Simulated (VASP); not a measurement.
# Ir: single point with r2SCAN

Crystal: Ir.

```xyz
1
Lattice="0.0000 1.9034 1.9034 1.9034 0.0000 1.9034 1.9034 1.9034 0.0000" Properties=species:S:1:pos:R:3 pbc="T T T"
Ir    0.0000    0.0000    0.0000
```

| Quantity | Value |
| --- | --- |
| Program | VASP 6.6.1 |
| Task | single point |
| Functional | r2SCAN |
| Potentials or basis | VASP PAW PBE potentials, release 64 (Ir) |
| Cutoff | 520 eV |
| k mesh | 15 × 15 × 15 |
| Occupations | fermi-dirac, width 0.1 eV |
| Spin | no spin polarisation |

The pressure is 14.9 GPa.

Levels at points of the mesh, in eV from the Fermi level:
```tsv
k point	band 1	band 2	band 3	band 4	band 5	band 6	band 7	band 8
(0.00, 0.00, 0.00)	-11.83	-4.18	-4.18	-4.18	-1.35	-1.35	15.02	21.05
```

Wall time 2.3 min on 1 thread of AMD EPYC 7R13 (shared host), peak memory 0.11 GiB.

Caveat: the PAW data sets were made with another functional, which shifts forces and pressure a little; spin-orbit coupling is left out, which moves the levels of the heavy elements.
